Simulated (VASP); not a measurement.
# CrN2 (I4/mmm) in VASP: a series of runs

CrN2 is run at these levels: PBE; tasks: single point, relaxation of cell and atoms.

Everything below comes from runs of VASP 6.6.1. Logs are shortened: lines on timing, memory, paths and dates and some standing lists are left out, and cuts for length are marked.

## Step 1: The cell of the first run

The structure is tetragonal, space group I4/mmm (No. 139). Conventional cell: a = 2.679 Å, b = 2.679 Å, c = 9.690 Å, α = 90.00°, β = 90.00°, γ = 90.00°. Within 2.7 Å of Cr (site symmetry 4/mmm) lie 8 N at 2.04 Å and 4 Cr at 2.68 Å. N (site symmetry 4mm) has 1 N at 1.50 Å within 2.0 Å.

## Step 2: Single point, PBE

INCAR

```
PREC = Accurate
ENCUT = 520
EDIFF = 1E-6
ISMEAR = 0
SIGMA = 0.1
LREAL = F
LASPH = T
NELM = 80
ALGO = Normal
ISIF = 2
LWAVE = F
LCHARG = F
GGA = PE
NBANDS = 18
```

KPOINTS

```
Automatic mesh
0
Gamma
  8 8 8
```

POSCAR

```
CrN2
1.0
   -1.3395705643      1.3395705643      4.8448419141
    1.3395705643     -1.3395705643      4.8448419141
    1.3395705643      1.3395705643     -4.8448419141
Cr N
1 2
Direct
    0.0000000000      0.0000000000      0.0000000000
    0.5771639075      0.5771639075      0.0000000000
    0.4228360925      0.4228360925      0.0000000000
```

Potentials or basis: VASP PAW PBE potentials, release 64 (Cr_pv, N).

Run with:

```sh
> cat potpaw_PBE.64/Cr_pv/POTCAR potpaw_PBE.64/N/POTCAR > POTCAR
> mpirun -np 1 vasp_std > vasp.out
```

OUTCAR:

```text
PREC = Accurate
   ENCUT = 520
   EDIFF = 1E-6
   ISMEAR = 0
   LREAL = F
   LASPH = T
   NELM = 80
   ISIF = 2
   GGA = PE

 ion  position               nearest neighbor table
   1  0.000  0.000  0.000-   2 2.04   2 2.04   2 2.04   3 2.04   2 2.04   3 2.04   3 2.04   3 2.04

   2  0.577  0.577  0.000-   3 1.50   1 2.04   1 2.04   1 2.04   1 2.04
   3  0.423  0.423  0.000-   2 1.50   1 2.04   1 2.04   1 2.04   1 2.04

  LATTYP: Found a body centered tetragonal cell.
 ALAT       =     2.6791411286
 C/A-ratio  =     3.6167127311

  Lattice vectors:

 A1 = (  -1.3395705643,   1.3395705643,   4.8448419141)
 A2 = (   1.3395705643,  -1.3395705643,   4.8448419141)
 A3 = (   1.3395705643,   1.3395705643,  -4.8448419141)

Analysis of symmetry for initial positions (statically):
=====================================================================
 Subroutine PRICEL returns:
 Original cell was already a primitive cell.

 Routine SETGRP: Setting up the symmetry group for a
 body centered tetragonal supercell.

 Subroutine GETGRP returns: Found 16 space group operations
 (whereof 16 operations were pure point group operations)
 out of a pool of 16 trial point group operations.

The static configuration has the point symmetry D_4h.

Analysis of symmetry for dynamics (positions and initial velocities):
=====================================================================
 Subroutine PRICEL returns:
 Original cell was already a primitive cell.

 Routine SETGRP: Setting up the symmetry group for a
 body centered tetragonal supercell.

 Subroutine GETGRP returns: Found 16 space group operations
 (whereof 16 operations were pure point group operations)
 out of a pool of 16 trial point group operations.

The dynamic configuration has the point symmetry D_4h.

 Subroutine INISYM returns: Found 16 space group operations
 (whereof 16 operations are pure point group operations),
 and found     1 'primitive' translations

----------------------------------------------------------------------------------------

                                     Primitive cell

  volume of cell :      34.7753

  direct lattice vectors                    reciprocal lattice vectors
    -1.339570564  1.339570564  4.844841914     0.000000000  0.373253947  0.103202542
     1.339570564 -1.339570564  4.844841914     0.373253947  0.000000000  0.103202542
     1.339570564  1.339570564 -4.844841914     0.373253947  0.373253947  0.000000000

  length of vectors
     5.202056494  5.202056494  5.202056494     0.387258665  0.387258665  0.527860794

  position of ions in fractional coordinates (direct lattice)
     0.000000000  0.000000000  0.000000000
     0.577163908  0.577163908  0.000000000
     0.422836092  0.422836092  0.000000000

  ion indices of the primitive-cell ions
   primitive index   ion index
                 1           1
                 2           2
                 3           3

----------------------------------------------------------------------------------------

 KPOINTS: Automatic mesh

Automatic generation of k-mesh.
 Grid dimensions read from file:
 generate k-points for:    8    8    8

 Generating k-lattice:

  Cartesian coordinates                     Fractional coordinates (reciprocal lattice)
     0.000000000  0.046656743  0.012900318     0.125000000  0.000000000 -0.000000000
     0.046656743  0.000000000  0.012900318     0.000000000  0.125000000 -0.000000000
     0.046656743  0.046656743  0.000000000     0.000000000  0.000000000  0.125000000

  Length of vectors
     0.048407333  0.048407333  0.065982599

  Shift w.r.t. Gamma in fractional coordinates (k-lattice)
     0.000000000  0.000000000  0.000000000

 Subroutine IBZKPT returns following result:
 ===========================================

 Found     59 irreducible k-points:

 Following reciprocal coordinates:
            Coordinates               Weight
  0.000000  0.000000  0.000000      1.000000
  0.125000  0.000000 -0.000000      8.000000
  0.250000  0.000000 -0.000000      8.000000
  0.375000  0.000000 -0.000000      8.000000
  0.500000  0.000000 -0.000000      4.000000
  0.125000  0.125000 -0.000000      8.000000
[... 16 lines left out ...]
  0.250000  0.125000  0.125000     16.000000
  0.375000  0.125000  0.125000      8.000000
 [... further k-points ...]
   k-points           NKPTS =     59   k-points in BZ     NKDIM =     59   number of bands    NBANDS=     18
   number of dos      NEDOS =    301   number of ions     NIONS =      3
   total plane-waves  NPLWV =  64000
   dimension x,y,z NGX =    40 NGY =   40 NGZ =   40
   dimension x,y,z NGXF=    80 NGYF=   80 NGZF=   80
   ions per type =               1   2
   NGX,Y,Z   is equivalent  to a cutoff of  12.78, 12.78, 12.78 a.u.
   NGXF,Y,Z  is equivalent  to a cutoff of  25.57, 25.57, 25.57 a.u.
 SYSTEM =  unknown system
   PREC   = accura    normal or accurate (medium, high low for compatibility)
   ISTART =      0    job   : 0-new  1-cont  2-samecut
   ICHARG =      2    charge: 1-file 2-atom 10-const
   ISPIN  =      1    spin polarized calculation?
   LNONCOLLINEAR =      F non collinear calculations
   LSORBIT =      F    spin-orbit coupling
   LASPH  =      T    aspherical Exc in radial PAW
   ENCUT  =  520.0 eV  38.22 Ry    6.18 a.u.   9.67  9.67  9.67*2*pi/ulx,y,z
   NELM   =     80;   NELMIN=  2; NELMDL= -5     # of ELM steps
   EDIFF  = 0.1E-05   stopping-criterion for ELM
   LREAL  =      F    real-space projection
   EDIFFG = 0.1E-04   stopping-criterion for IOM
   NSW    =      0    number of steps for IOM
   IBRION =     -1    ionic relax: 0-MD 1-quasi-New 2-CG
   NFREE  =      0    steps in history (QN), initial steepest desc. (CG)
   ISIF   =      2    stress and relaxation
   ISYM   =      2    0-nonsym 1-usesym 2-fastsym
   POTIM  = 0.5000    time-step for ionic-motion
   TEBEG  =    0.0;   TEEND  =   0.0 temperature during run
   PSTRESS=    0.0 pullay stress
   NELECT =      22.0000    total number of electrons
   NUPDOWN=      -1.0000    fix difference up-down
   EMIN   =  10.00;   EMAX   =-10.00  energy-range for DOS
   EFERMI =   0.00;   METHOD = LEGACY
   ISMEAR =     0;   SIGMA  =   0.10  broadening in eV -4-tet -1-fermi 0-gaus
   EFERMI_NEDOS =   21; number of points for ismear=-14 and -15
   IALGO  =     38    algorithm
   IMIX   =      4    mixing-type and parameters
     AMIX     =   0.40;   BMIX     =  1.00
     AMIX_MAG =   1.60;   BMIX_MAG =  1.00
  volume/ion in A,a.u.               =      11.59        78.23
  Fermi-wavevector in a.u.,A,eV,Ry     =   1.405375  2.655773 26.872568  1.975078
  Thomas-Fermi vector in A             =   2.527842
   LORBIT       =      0    0 simple, 1 ext, 2 COOP (PROOUT), +10 PAW based schemes
   GGA     = PE    functional components
   LHFCALC =     F    Hartree Fock is set to
   AEXX    =    0.0000 exact exchange contribution
   IVDW    =     0    specifies the selected vdW correction
   LEPSILON=     F    determine dielectric tensor
   LRPA    =     F    only Hartree local field effects (RPA)
 non-spin polarized calculation
 Gauss-broadening in eV      SIGMA  =   0.10
  energy-cutoff  :      520.00
  volume of cell :       34.78
 maximum number of plane-waves:       956
   NGX = 19   NGY = 19   NGZ = 19

 number of electron      21.9999999 magnetization

 Free energy of the ion-electron system (eV)
  ---------------------------------------------------
  ext. energy  EPLUGINS =         0.00000000
  ---------------------------------------------------
  free energy    TOTEN  =       -24.32657788 eV

  energy without entropy =      -24.31208047  energy(sigma->0) =      -24.31932918

 E-fermi :   4.7874     XC(G=0): -10.3602

 val. band max:        4.7496758450   @ k =  -0.2500   0.2500   0.0000
 cond. band min:       4.7982389937   @ k =   0.5000   0.5000   0.2500
 fundamental gap:      0.0485631487
 Fermi energy:         4.7873960450

 k-point     1 :       0.0000    0.0000    0.0000
  band No.  band energies     occupation
      1     -39.3169      2.00000
      2     -39.3169      2.00000
      3     -38.8062      2.00000
      4     -16.1198      2.00000
      5      -7.3179      2.00000
      6      -1.8807      2.00000
[... 10 lines left out ...]
     17      11.1794      0.00000
     18      12.0230      0.00000

 k-point     2 :       0.1250    0.0000   -0.0000
  band No.  band energies     occupation
      1     -39.3738      2.00000
      2     -39.3107      2.00000
      3     -38.8001      2.00000
      4     -15.9178      2.00000
      5      -7.2871      2.00000
      6      -1.7155      2.00000
[... 10 lines left out ...]
     17      11.1823      0.00000
     18      12.5497      0.00000

 k-point     3 :       0.2500    0.0000   -0.0000
  band No.  band energies     occupation
      1     -39.5090      2.00000
      2     -39.2953      2.00000
      3     -38.7855      2.00000
      4     -15.3938      2.00000
      5      -7.2104      2.00000
      6      -2.4298      2.00000
[... 10 lines left out ...]
     17      11.1865      0.00000
     18      13.5639      0.00000

 k-point     4 :       0.3750    0.0000   -0.0000
  band No.  band energies     occupation
      1     -39.6418      2.00000
      2     -39.2798      2.00000
      3     -38.7708      2.00000
      4     -14.8012      2.00000
      5      -7.1303      2.00000
      6      -3.8793      2.00000
[... 375 lines left out ...]
      4     -15.0717      2.00000
      5      -6.8176      2.00000
      6      -2.8829      2.00000
[... 10 lines left out ...]
     17      11.3575      0.00000
     18      14.1025      0.00000

 k-point    23 :       0.2500    0.1250    0.1250
  band No.  band energies     occupation
      1     -39.6017      2.00000
      2     -39.4518      2.00000
      3     -38.7514      2.00000
      4     -14.8427      2.00000
      5      -6.5226      2.00000
      6      -3.2308      2.00000
[... 10 lines left out ...]
     17      11.4785      0.00000
     18      14.7867      0.00000

 k-point    24 :       0.3750    0.1250    0.1250
  band No.  band energies     occupation
      1     -39.6526      2.00000
      2     -39.4426      2.00000
      3     -38.7455      2.00000
      4     -14.7478      2.00000
      5      -6.3897      2.00000
      6      -3.3497      2.00000
[... 10 lines left out ...]
     17      11.5879      0.00000
     18      15.4992      0.00000

 [... further k-points ...]

------------------------ aborting loop because EDIFF is reached ----------------------------------------

  FORCE on cell =-STRESS in cart. coord.  units (eV):
  Direction    XX          YY          ZZ          XY          YZ          ZX
  --------------------------------------------------------------------------------------
  -------------------------------------------------------------------------------------
  Total        0.1508067      0.1508067      0.2086385      0.0000000      0.0000000      0.0000000
  in kB        6.9480079      6.9480079      9.6124521      0.0000000      0.0000000      0.0000000
  external PRESSURE =       7.8361559 kB  Pullay stress =       0.0000000 kB

 VOLUME and BASIS-vectors are now :
 -----------------------------------------------------------------------------
  energy-cutoff  :      520.00
  volume of cell :       34.78
      direct lattice vectors                 reciprocal lattice vectors
    -1.339570564  1.339570564  4.844841914     0.000000000  0.373253947  0.103202542
     1.339570564 -1.339570564  4.844841914     0.373253947  0.000000000  0.103202542
     1.339570564  1.339570564 -4.844841914     0.373253947  0.373253947  0.000000000

 POSITION                                       TOTAL-FORCE (eV/Angst)
 -----------------------------------------------------------------------------------
      0.00000      0.00000      0.00000         0.000000      0.000000     -0.000000
      0.00000      0.00000      5.59254         0.000000      0.000000      0.133044
      0.00000      0.00000      4.09715        -0.000000     -0.000000     -0.133044
 -----------------------------------------------------------------------------------
    total drift:                                0.000000     -0.000000      0.000000

  FREE ENERGIE OF THE ION-ELECTRON SYSTEM (eV)
  ---------------------------------------------------
  free  energy   TOTEN  =       -24.3265778837 eV

  energy  without entropy=      -24.3120804665  energy(sigma->0) =      -24.31932918
```

Wall time 2.3 min (1 thread of AMD EPYC 7R43 (Zen 3), shared host); peak memory 0.21 GiB.

Results:

| Quantity | Value |
| --- | --- |
| Free energy | -24.3266 eV |
| Pressure | 0.8 GPa |
| Largest force | 0.133 eV/Å |
| Band gap on the k mesh | zero (band 11 reaches 4.83 eV, above the bottom of band 12 at 4.28 eV) |

Forces on the atoms (eV/Å):
```
Cr   0.000  0.000  0.000
N    0.000  0.000  0.133
N    0.000  0.000 -0.133
```

Levels at points of the mesh, in eV from the Fermi level:
```tsv
k point	band 8	band 9	band 10	band 11	band 12	band 13	band 14	band 15
(0.00, 0.00, 0.00)	-3.67	-3.66	-2.37	-2.37	-0.51	0.68	3.93	3.93
(0.50, 0.00, 0.00)	-4.71	-2.91	-0.80	-0.07	0.49	0.55	0.99	4.02
(0.50, 0.50, 0.00)	-5.32	-5.26	-3.92	0.04	0.83	1.53	4.24	4.34
(0.50, 0.50, 0.50)	-3.69	-3.66	-2.35	-2.35	-0.51	0.66	3.30	3.95
```

Caveat: the k points lie up to 0.41 Å⁻¹ apart; the run has no spin polarisation, though such a crystal can be magnetic. With open d or f shells a metallic result of PBE can be an artefact of self-interaction; +U or a hybrid may open a gap.

## Step 3: Relaxation of cell and atoms, PBE

This run uses another cell than the first one, of 8.56 Å³/atom, 0.739 times its volume.

INCAR

```
ALGO = Normal ; EDIFF = 1E-6
EDIFFG = -0.04 ; ENCUT = 600
GGA = PE ; IBRION = 2
ISIF = 3 ; ISMEAR = 0
LASPH = True ; LCHARG = False
LREAL = False ; LWAVE = False
NELM = 100 ; NSW = 90
PREC = Accurate ; SIGMA = 0.1
```

KPOINTS

```
k-points
0
Gamma
  8 8 8
```

POSCAR

```
CrN2
1.0
   -1.3781039736      1.3781039736      3.3806613103
    1.3781039736     -1.3781039736      3.3806613103
    1.3781039736      1.3781039736     -3.3806613103
Cr N
1 2
Direct
    0.0000000000      0.0000000000      0.0000000000
    0.6650000000      0.6650000000      0.0000000000
    0.3350000000      0.3350000000      0.0000000000
```

Potentials or basis: VASP PAW PBE potentials, release 64 (Cr_pv, N).

Run with:

```sh
> cat potpaw_PBE.64/Cr_pv/POTCAR potpaw_PBE.64/N/POTCAR > POTCAR
> mpirun -np 1 vasp_std > vasp.out
```

It took 18 min on 1 thread of AMD EPYC 7R43 (Zen 3), shared host; peak memory 0.17 GiB.

Results (log left out):

```yaml
Free_energy: -24.2782 eV
Relaxed_volume: 10.27 Å³/atom
Relaxed_cell: a = 4.683 Å, b = 4.683 Å, c = 4.683 Å, α = 146.71°, β = 146.71°, γ = 47.79°
Space_group_after_relaxing_to_0.05_Å: I4/mmm (No. 139)
Energy_gained_by_relaxing: 447.9 meV/atom
Ionic_steps: 30
Pressure_after_relaxing: -0.1 GPa
Largest_force_after_relaxing: 0.021 eV/Å
Band_gap_on_the_k_mesh: zero (band 11 reaches 6.15 eV, above the bottom of band 12 at 5.58 eV)
```

Forces on the atoms (eV/Å):
```
Cr   0.000  0.000  0.000
N    0.000  0.000  0.021
N    0.000  0.000 -0.021
```

Stress tensor (GPa, compression positive):
```
-0.07  0.00  0.00
 0.00 -0.07  0.00
 0.00  0.00 -0.21
```

The path:
| step | energy change (eV) | largest force (eV/Å) | pressure (GPa) | volume (Å³) |
| --- | --- | --- | --- | --- |
| 1 | 0.0000 | 1.4018 | -34.54 | 25.68 |
| 2 | -0.0752 | 0.1790 | 60.36 | 19.40 |
| 3 | -0.5229 | 0.8127 | 1.26 | 22.11 |
| 4 | -0.5234 | 0.7946 | 2.70 | 22.02 |
| 5 | -0.5814 | 0.6704 | 2.09 | 22.19 |
| 6 | -0.7380 | 0.7652 | 3.81 | 22.72 |
| 7 | -0.7017 | 3.8205 | 30.23 | 23.81 |
| 8 | -0.8059 | 0.6575 | 5.94 | 22.93 |
| 9 | -0.9124 | 0.0299 | 13.68 | 23.37 |
| 10 | -0.9020 | 0.8733 | 18.41 | 23.54 |
| 11 | -0.9148 | 0.1600 | 14.77 | 23.41 |
| 12 | -0.9440 | 0.3898 | 13.33 | 23.78 |
| 13 | -0.9664 | 1.3038 | 11.70 | 24.71 |
| 14 | -1.0267 | 0.7998 | 5.01 | 25.43 |
| 15 | -1.0763 | 0.0729 | -5.87 | 26.86 |
| 16 | -1.1244 | 0.1354 | -4.99 | 26.89 |
| 17 | -1.2333 | 0.2342 | -1.00 | 26.94 |
| 18 | -1.2266 | 0.1608 | 12.90 | 26.86 |
| 19 | -1.2734 | 0.2259 | 4.78 | 26.94 |
| 20 | -1.2733 | 0.2244 | 5.39 | 26.93 |
| 21 | -1.2918 | 0.4443 | 2.30 | 27.59 |
| 22 | -1.3015 | 0.7744 | -2.30 | 28.73 |
| 23 | -1.3150 | 0.6660 | -1.86 | 29.10 |
| 24 | -1.3323 | 0.4439 | -0.84 | 29.78 |
| 25 | -1.3373 | 0.1109 | 2.13 | 31.15 |
| 26 | -1.3401 | 0.1055 | 0.94 | 30.62 |
| 27 | -1.3428 | 0.0731 | 0.11 | 30.75 |
| 28 | -1.3435 | 0.0433 | -0.60 | 30.85 |
| 29 | -1.3437 | 0.0490 | 0.16 | 30.78 |
| 30 | -1.3437 | 0.0212 | -0.12 | 30.80 |

Final structure:
```
Cr N
1.0
    -1.34113    1.34113    4.28131
     1.34113   -1.34113    4.28131
     1.34113    1.34113   -4.28131
Cr N
1 2
Direct
  0.00000 0.00000 0.00000
  0.58726 0.58726 0.00000
  0.41274 0.41274 0.00000
```

Levels at points of the mesh, in eV from the Fermi level:
```
           k point  band 7  band 8  band 9  band 10  band 11  band 12  band 13  band 14  band 15
(0.00, 0.00, 0.00)   -3.65   -3.65   -3.64    -2.38    -2.38    -0.50     0.72     3.90     3.90
(0.50, 0.00, 0.00)   -6.55   -4.80   -2.77    -0.82    -0.06     0.52     0.55     1.00     4.01
(0.50, 0.50, 0.00)   -6.73   -5.38   -5.15    -3.94     0.06     0.83     1.52     4.16     4.41
(0.50, 0.50, 0.50)   -3.72   -3.72   -3.65    -2.30    -2.30    -0.50     0.61     3.97     3.97
```

Caveat: the k points lie up to 0.41 Å⁻¹ apart in the final cell; the volume moved by over 15 % at a fixed basis, so the end points are rough; the run has no spin polarisation, though such a crystal can be magnetic.
